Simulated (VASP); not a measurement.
# Ta2C (P-3m1) in VASP: further runs

The runs below take Ta2C through single point, with PBEsol.

Program: VASP 6.6.1. These are calculated values, not measurements. Logs are shortened: lines on timing, memory, paths and dates and some standing lists are left out, and cuts for length are marked.

## 1. The cell of the first run

Symmetry: P-3m1, No. 164, trigonal system. The conventional cell has a = 3.095 Å, b = 3.095 Å, c = 4.921 Å, α = 90.00°, β = 90.00°, γ = 120.00°. Ta (site symmetry 3m) has 3 C at 2.18 Å within 2.9 Å. Within 2.9 Å of C (site symmetry -3m) lie 6 Ta at 2.18 Å.

## 2. Single point, PBEsol

INCAR reads:

```
PREC = Accurate ; ENCUT = 520
EDIFF = 1E-6 ; ISMEAR = 0
SIGMA = 0.15 ; LREAL = False
LASPH = True ; NELM = 60
ALGO = Normal ; ISIF = 2
LWAVE = False ; LCHARG = True
GGA = PS ; LELF = True
LVHAR = True ; NBANDS = 20
```

KPOINTS reads:

```
regular mesh
0
Gamma
  18 18 12
```

POSCAR reads:

```
Ta2C
1.0
    3.0953007023      0.0000000000      0.0000000000
   -1.5476503512      2.6806090406      0.0000000000
    0.0000000000      0.0000000000      4.9210802832
Ta C
2 1
Direct
    0.3333333333      0.6666666667      0.2528761935
    0.6666666667      0.3333333333      0.7471238065
    0.0000000000      0.0000000000      0.0000000000
```

Potentials or basis: VASP PAW PBE potentials, release 64 (Ta_pv, C).

Run with:

```
$ cat potpaw_PBE.64/Ta_pv/POTCAR potpaw_PBE.64/C/POTCAR > POTCAR
$ mpirun -np 1 vasp_std > vasp.out
```

OUTCAR:

```text
PREC = Accurate
   ENCUT = 520
   EDIFF = 1E-6
   ISMEAR = 0
   LREAL = False
   LASPH = True
   NELM = 60
   ISIF = 2
   GGA = PS

 ion  position               nearest neighbor table
   1  0.333  0.667  0.253-   3 2.18   3 2.18   3 2.18   2 3.02   2 3.02   2 3.02   2 3.06   2 3.06
                             2 3.06
   2  0.667  0.333  0.747-   3 2.18   3 2.18   3 2.18   1 3.02   1 3.02   1 3.02   1 3.06   1 3.06
                             1 3.06
   3  0.000  0.000  0.000-   1 2.18   2 2.18   2 2.18   1 2.18   2 2.18   1 2.18

  LATTYP: Found a hexagonal cell.
 ALAT       =     3.0953007023
 C/A-ratio  =     1.5898553183

  Lattice vectors:

 A1 = (   3.0953007023,   0.0000000000,   0.0000000000)
 A2 = (  -1.5476503512,   2.6806090406,   0.0000000000)
 A3 = (   0.0000000000,   0.0000000000,   4.9210802832)

Analysis of symmetry for initial positions (statically):
[... 33 lines left out ...]
                                     Primitive cell

  volume of cell :      40.8316

  direct lattice vectors                    reciprocal lattice vectors
     3.095300702  0.000000000  0.000000000     0.323070388  0.186524776  0.000000000
    -1.547650351  2.680609041  0.000000000     0.000000000  0.373049551  0.000000000
     0.000000000  0.000000000  4.921080283     0.000000000  0.000000000  0.203207414

  length of vectors
     3.095300702  3.095300702  4.921080283     0.373049551  0.373049551  0.203207414

  position of ions in fractional coordinates (direct lattice)
     0.333333333  0.666666667  0.252876194
     0.666666667  0.333333333  0.747123806
     0.000000000  0.000000000  0.000000000

  ion indices of the primitive-cell ions
   primitive index   ion index
                 1           1
                 2           2
                 3           3

----------------------------------------------------------------------------------------

 KPOINTS: regular mesh

Automatic generation of k-mesh.
 Grid dimensions read from file:
 generate k-points for:   18   18   12

 Generating k-lattice:

  Cartesian coordinates                     Fractional coordinates (reciprocal lattice)
     0.017948355  0.010362488  0.000000000     0.055555556 -0.000000000  0.000000000
     0.000000000  0.020724975  0.000000000     0.000000000  0.055555556  0.000000000
     0.000000000  0.000000000  0.016933951     0.000000000  0.000000000  0.083333333

  Length of vectors
[... 48 lines left out ...]
   ICHARG =      2    charge: 1-file 2-atom 10-const
   ISPIN  =      1    spin polarized calculation?
   LNONCOLLINEAR =      F non collinear calculations
   LSORBIT =      F    spin-orbit coupling
   LASPH  =      T    aspherical Exc in radial PAW
   ENCUT  =  520.0 eV  38.22 Ry    6.18 a.u.   5.76  5.76  9.15*2*pi/ulx,y,z
   NELM   =     60;   NELMIN=  2; NELMDL= -5     # of ELM steps
   EDIFF  = 0.1E-05   stopping-criterion for ELM
   LREAL  =      F    real-space projection
   EDIFFG = 0.1E-04   stopping-criterion for IOM
   NSW    =      0    number of steps for IOM
   IBRION =     -1    ionic relax: 0-MD 1-quasi-New 2-CG
   NFREE  =      0    steps in history (QN), initial steepest desc. (CG)
   ISIF   =      2    stress and relaxation
   ISYM   =      2    0-nonsym 1-usesym 2-fastsym
   POTIM  = 0.5000    time-step for ionic-motion
   TEBEG  =    0.0;   TEEND  =   0.0 temperature during run
   PSTRESS=    0.0 pullay stress
   NELECT =      26.0000    total number of electrons
   NUPDOWN=      -1.0000    fix difference up-down
   EMIN   =  10.00;   EMAX   =-10.00  energy-range for DOS
   EFERMI =   0.00;   METHOD = LEGACY
   ISMEAR =     0;   SIGMA  =   0.15  broadening in eV -4-tet -1-fermi 0-gaus
   EFERMI_NEDOS =   21; number of points for ismear=-14 and -15
   IALGO  =     38    algorithm
   IMIX   =      4    mixing-type and parameters
     AMIX     =   0.40;   BMIX     =  1.00
     AMIX_MAG =   1.60;   BMIX_MAG =  1.00
  volume/ion in A,a.u.               =      13.61        91.85
  Fermi-wavevector in a.u.,A,eV,Ry     =   1.408425  2.661537 26.989342  1.983661
  Thomas-Fermi vector in A             =   2.530584
   LORBIT       =      0    0 simple, 1 ext, 2 COOP (PROOUT), +10 PAW based schemes
   GGA     = PS    functional components
   LHFCALC =     F    Hartree Fock is set to
   AEXX    =    0.0000 exact exchange contribution
   IVDW    =     0    specifies the selected vdW correction
   LEPSILON=     F    determine dielectric tensor
   LRPA    =     F    only Hartree local field effects (RPA)
 non-spin polarized calculation
 Gauss-broadening in eV      SIGMA  =   0.15
  energy-cutoff  :      520.00
  volume of cell :       40.83
 maximum number of plane-waves:      1124
   NGX = 11   NGY = 11   NGZ = 19

 number of electron      26.0000002 magnetization

 Free energy of the ion-electron system (eV)
  ---------------------------------------------------
  ext. energy  EPLUGINS =         0.00000000
  ---------------------------------------------------
  free energy    TOTEN  =       -36.70701811 eV

  energy without entropy =      -36.69931315  energy(sigma->0) =      -36.70316563

 E-fermi :   6.4898     XC(G=0): -12.9427

 val. band max:        6.4874751272   @ k =   0.0556   0.0000   0.3333
 cond. band min:       6.4965834807   @ k =  -0.1667   0.5000   0.4167
 fundamental gap:      0.0091083535
 Fermi energy:         6.4898250834

 k-point     1 :       0.0000    0.0000    0.0000
  band No.  band energies     occupation
      1     -28.2875      2.00000
      2     -27.5772      2.00000
      3     -27.5772      2.00000
      4     -27.4602      2.00000
      5     -27.4602      2.00000
      6     -27.3719      2.00000
[... 541 lines left out ...]
     19      12.2738      0.00000
     20      12.7006      0.00000

 [... further k-points ...]

------------------------ aborting loop because EDIFF is reached ----------------------------------------

  FORCE on cell =-STRESS in cart. coord.  units (eV):
  Direction    XX          YY          ZZ          XY          YZ          ZX
  --------------------------------------------------------------------------------------
  -------------------------------------------------------------------------------------
  Total        0.1270513      0.1270513      0.1344832     -0.0000000      0.0000000      0.0000000
  in kB        4.9853180      4.9853180      5.2769360     -0.0000000      0.0000000      0.0000000
  external PRESSURE =       5.0825240 kB  Pullay stress =       0.0000000 kB

 VOLUME and BASIS-vectors are now :
 -----------------------------------------------------------------------------
  energy-cutoff  :      520.00
  volume of cell :       40.83
      direct lattice vectors                 reciprocal lattice vectors
     3.095300702  0.000000000  0.000000000     0.323070388  0.186524776  0.000000000
    -1.547650351  2.680609041  0.000000000     0.000000000  0.373049551  0.000000000
     0.000000000  0.000000000  4.921080283     0.000000000  0.000000000  0.203207414

 POSITION                                       TOTAL-FORCE (eV/Angst)
 -----------------------------------------------------------------------------------
     -0.00000      1.78707      1.24442         0.000000     -0.000000      0.050695
      1.54765      0.89354      3.67666        -0.000000      0.000000     -0.050695
      0.00000      0.00000      0.00000        -0.000000     -0.000000      0.000000
 -----------------------------------------------------------------------------------
    total drift:                                0.000000     -0.000000      0.000000

  FREE ENERGIE OF THE ION-ELECTRON SYSTEM (eV)
  ---------------------------------------------------
  free  energy   TOTEN  =       -36.7070181081 eV

  energy  without entropy=      -36.6993131486  energy(sigma->0) =      -36.70316563
```

stdout:

```text
POSCAR found type information on POSCAR TaC
 POSCAR found :  2 types and       3 ions
 scaLAPACK will be used
 -----------------------------------------------------------------------------
|                                                                             |
|                                                                             |
|     You enforced a specific xc type in the INCAR file but a different       |
|     I HOPE YOU KNOW WHAT YOU ARE DOING!                                     |
|                                                                             |
 -----------------------------------------------------------------------------

 LDA part: xc-table for (Slater+PW92), standard interpolation
 POSCAR, INCAR and KPOINTS ok, starting setup
 FFT: planning ... GRIDC
 FFT: planning ... GRID_SOFT
 FFT: planning ... GRID
 WAVECAR not read
 entering main loop
```

Wall time 2.9 min (1 thread of Intel Xeon Platinum 8259CL at 2.50GHz (Skylake/Cascade Lake), shared host); peak memory 0.39 GiB.

What came out:

- Free energy: -36.7070 eV
- Pressure: 0.5 GPa
- Largest force: 0.051 eV/Å
- Band gap on the k mesh: zero (band 13 reaches 7.00 eV, above the bottom of band 14 at 6.20 eV)

Forces on the atoms (eV/Å):
```
Ta   0.000  0.000  0.051
Ta   0.000  0.000 -0.051
C    0.000  0.000  0.000
```

Levels at points of the mesh, in eV from the Fermi level:
| k point | band 11 | band 12 | band 13 | band 14 | band 15 | band 16 |
| --- | --- | --- | --- | --- | --- | --- |
| (0.00, 0.00, 0.00) | -2.98 | -0.01 | 0.51 | 0.51 | 1.13 | 1.13 |
| (0.50, 0.00, 0.00) | -3.76 | -1.80 | -0.23 | 3.36 | 3.49 | 4.71 |
| (0.00, 0.00, 0.50) | -1.83 | -1.54 | -0.29 | -0.29 | 2.99 | 2.99 |
| (0.50, 0.00, 0.50) | -2.55 | -1.15 | -0.97 | 1.55 | 1.56 | 4.36 |

Caveat: the PAW data sets were made with another functional, which shifts forces and pressure a little; spin-orbit coupling is left out, which moves the levels of the heavy elements.

## 3. Single point, PBEsol (equal strain along all axes, cell held: -3.0 %, then relaxed in part)

INCAR reads:

```
SYSTEM = Ta2C
PREC     = Accurate       ! precision mode
ENCUT    = 520            ! plane-wave cutoff, eV
EDIFF    = 1E-7           ! SCF threshold, eV
ISMEAR   = 0              ! smearing method
SIGMA    = 0.1            ! smearing width, eV
LREAL    = .False.        ! projectors in reciprocal space
LASPH    = .True.         ! aspherical terms in the spheres
NELM     = 60             ! most SCF steps
ALGO     = Normal         ! electronic algorithm
ISIF     = 2              ! what is computed and relaxed
LWAVE    = .False.        ! write WAVECAR
LCHARG   = .False.        ! write CHGCAR
GGA      = PS             ! functional
NBANDS   = 20             ! bands
```

KPOINTS reads:

```
regular mesh
0
Gamma
  18 18 10
  0 0 0
```

POSCAR reads:

```
Ta2C
1.0
    3.0024416812      0.0000000000      0.0000000000
   -1.5012208406      2.6001907694      0.0000000000
    0.0000000000      0.0000000000      4.7734478747
Ta C
2 1
Direct
    0.3333333333      0.6666666667      0.2575246773
    0.6666666667      0.3333333333      0.7424753227
    0.0000000000      0.0000000000      0.0000000000
```

Potentials or basis: VASP PAW PBE potentials, release 64 (Ta_pv, C).

Run with:

```
$ cat potpaw_PBE.64/Ta_pv/POTCAR potpaw_PBE.64/C/POTCAR > POTCAR
$ mpirun -np 1 vasp_std > vasp.out
```

Wall time 2.1 min (1 thread of Intel Xeon Platinum 8488C (Sapphire Rapids), shared host); peak memory 0.33 GiB.

Results (log left out):

| Property | Result |
| --- | --- |
| Free energy | -36.3822 eV |
| Pressure | 30.9 GPa |
| Largest force | 0.064 eV/Å |
| Band gap on the k mesh | zero (band 13 reaches 7.84 eV, above the bottom of band 14 at 6.94 eV) |

Forces in eV/Å, atoms in the order of the input:
```
Ta   0.000  0.000  0.064
Ta   0.000  0.000 -0.064
C    0.000  0.000  0.000
```

Stress tensor (GPa, compression positive):
```
30.61  0.00  0.00
 0.00 30.61  0.00
 0.00  0.00 31.63
```

Levels at points of the mesh, in eV from the Fermi level:
```tsv
k point	band 10	band 11	band 12	band 13	band 14	band 15	band 16	band 17
(0.00, 0.00, 0.00)	-3.74	-2.81	-0.02	0.54	0.54	1.28	1.28	2.48
(0.50, 0.00, 0.00)	-4.25	-4.25	-1.86	-0.02	3.59	3.92	5.39	5.92
(0.00, 0.00, 0.50)	-4.06	-2.22	-1.38	-0.36	-0.36	3.47	3.47	3.92
(0.50, 0.00, 0.50)	-3.67	-2.74	-1.04	-0.83	1.42	1.56	5.02	5.52
```

Caveat: the cell differs from its parent crystal (equal strain along all axes, cell held: -3.0 %, then relaxed in part); the PAW data sets were made with another functional, which shifts forces and pressure a little; spin-orbit coupling is left out, which moves the levels of the heavy elements.

## 4. Single point, PBEsol (equal strain along all axes, cell held: -2.0 %, then relaxed in part)

INCAR reads:

```
SYSTEM = Ta2C
ALGO = Normal ; EDIFF = 1E-6
ENCUT = 520 ; GGA = PS
ISIF = 2 ; ISMEAR = 0
LASPH = .True. ; LCHARG = .True.
LELF = .True. ; LREAL = .False.
LVHAR = .True. ; LWAVE = .False.
NBANDS = 20 ; NELM = 60
PREC = Accurate ; SIGMA = 0.1
```

KPOINTS reads:

```
k-points
0
Gamma
  18 18 10
  0 0 0
```

POSCAR reads:

```
Ta2C
1.0
    3.0333946883      0.0000000000      0.0000000000
   -1.5166973441      2.6269968598      0.0000000000
    0.0000000000      0.0000000000      4.8226586776
Ta C
2 1
Direct
    0.3333333333      0.6666666667      0.2561050964
    0.6666666667      0.3333333333      0.7438949036
    0.0000000000      0.0000000000      0.0000000000
```

Run with:

```
$ cat potpaw_PBE.64/Ta_pv/POTCAR potpaw_PBE.64/C/POTCAR > POTCAR
$ mpirun -np 1 vasp_std > vasp.out
```

It took 98 s on 1 thread of Intel Xeon Platinum 8488C (Sapphire Rapids), shared host; peak memory 0.34 GiB.

Results (log left out):

| Item | Value |
| --- | --- |
| Free energy | -36.5639 eV |
| Pressure | 19.4 GPa |
| Largest force | 0.057 eV/Å |
| Band gap on the k mesh | zero (band 13 reaches 7.56 eV, above the bottom of band 14 at 6.69 eV) |

Forces on the atoms (eV/Å):
```
Ta   0.000  0.000  0.057
Ta   0.000  0.000 -0.057
C    0.000  0.000  0.000
```

Stress tensor (GPa, compression positive):
```
19.24  0.00  0.00
 0.00 19.24  0.00
 0.00  0.00 19.77
```

Levels at points of the mesh, in eV from the Fermi level:
```csv
k point,band 11,band 12,band 13,band 14,band 15,band 16
"(0.00, 0.00, 0.00)",-2.88,-0.02,0.54,0.54,1.23,1.23
"(0.50, 0.00, 0.00)",-4.08,-1.84,-0.10,3.51,3.77,5.16
"(0.00, 0.00, 0.50)",-2.09,-1.44,-0.33,-0.33,3.30,3.30
"(0.50, 0.00, 0.50)",-2.67,-1.09,-0.89,1.46,1.56,4.79
```

Caveat: the cell differs from its parent crystal (equal strain along all axes, cell held: -2.0 %, then relaxed in part); the PAW data sets were made with another functional, which shifts forces and pressure a little; spin-orbit coupling is left out, which moves the levels of the heavy elements.

## 5. Summary

```tsv
cell	k mesh	smearing	gap on the mesh (eV)	pressure (GPa)	largest force (eV/Å)
a = 3.095, b = 3.095, c = 4.921 Å, angles 90.0, 90.0, 120.0°, 3 atoms	18 × 18 × 12	gaussian 0.15 eV	none	0.5	0.05
a = 3.002, b = 3.002, c = 4.773 Å, angles 90.0, 90.0, 120.0°, 3 atoms	18 × 18 × 10	gaussian 0.1 eV	none	30.9	0.06
a = 3.033, b = 3.033, c = 4.823 Å, angles 90.0, 90.0, 120.0°, 3 atoms	18 × 18 × 10	gaussian 0.1 eV	none	19.4	0.06
```

Alike in all rows: task single point; level PBEsol; potentials or basis VASP PAW PBE potentials, release 64 (Ta_pv, C); no spin polarisation; cutoff (eV) 520.

Caveats: the PAW data sets were made with another functional, which shifts forces and pressure a little; spin-orbit coupling is left out, which moves the levels of the heavy elements.

Total energies depend on the potentials used, so only differences within one code and one set of settings carry meaning.
